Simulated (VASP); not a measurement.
The system is SbS3.

```
Sb S
1.0
     4.65088    0.00000    0.00000
     0.00000    4.65088    0.00000
     0.00000    0.00000    4.65088
Sb S
1 3
Cartesian
  0.0000 0.0000 0.0000
  0.0000 2.3254 2.3254
  2.3254 0.0000 2.3254
  2.3254 2.3254 0.0000
```

| Quantity | Value |
| --- | --- |
| Program | VASP 6.6.1 |
| Task | relaxation of cell and atoms |
| Functional | PBE |
| Potentials or basis | VASP PAW PBE potentials, release 64 (Sb, S) |
| Cutoff | 600 eV |
| k mesh | 4 × 4 × 4 |
| Occupations | gaussian, width 0.1 eV |
| Spin | no spin polarisation |

At the start: pressure -11.0 GPa; volume 25.15 Å³/atom.

Problem. Where does the relaxation end?

Solution. Over 3 steps the energy falls by 271.1 meV/atom and the volume is 19.03 Å³/atom (-24.3 %); space group Pm-3m (No. 221, to 0.05 Å).

The path:
```tsv
step	energy change (eV)	largest force (eV/Å)	pressure (GPa)	volume (Å³)
1	0.0000	0.0000	-10.99	100.60
2	-1.0781	0.0000	-1.32	77.51
3	-1.0842	0.0000	-0.06	76.13
```

Final structure:
```
CELL_PARAMETERS angstrom
4.23833 0.00000 0.00000
0.00000 4.23833 0.00000
0.00000 0.00000 4.23833
ATOMIC_POSITIONS crystal
Sb 0.00000 0.00000 0.00000
S 0.00000 0.50000 0.50000
S 0.50000 0.00000 0.50000
S 0.50000 0.50000 0.00000
```

Caveat: the volume moved by over 15 % at a fixed basis, so the end points are rough.
